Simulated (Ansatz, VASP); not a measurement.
B in VASP and in Ansatz

```
B
1.0
     1.62379    0.00000    0.00000
     0.00000    2.86465    0.00000
     0.00000    0.00000    3.92909
B
2
Direct
  0.00000 0.00000 0.89050
  0.50000 0.50000 0.10950
```

Alike in both runs: task relaxation of cell and atoms; functional PBE; k mesh 34 × 20 × 14; occupations gaussian, width 0.1 eV; no spin polarisation.

|  | VASP | Ansatz |
| --- | --- | --- |
| version | VASP 6.6.1 | Ansatz 0.2.0 |
| potentials or method | VASP PAW PBE potentials, release 64 (B), cutoff 600 eV | scalar-relativistic, plane waves, PAW |
| valence electrons in the cell | 6 | 6 |

VASP gave:

* gap on the k mesh at the Fermi level, each at its own relaxed structure (eV): none
* relaxed volume (Å³/atom): 9.13
* relaxed cell length with the largest relative difference (Å): 3.919

Q: What did Ansatz give for the same quantities?

A: gap on the k mesh at the Fermi level, each at its own relaxed structure (eV): none; relaxed volume (Å³/atom): 9.13; relaxed cell length with the largest relative difference (Å): 3.921.

A gap of «none» marks a metal or a gap that the smearing closes.
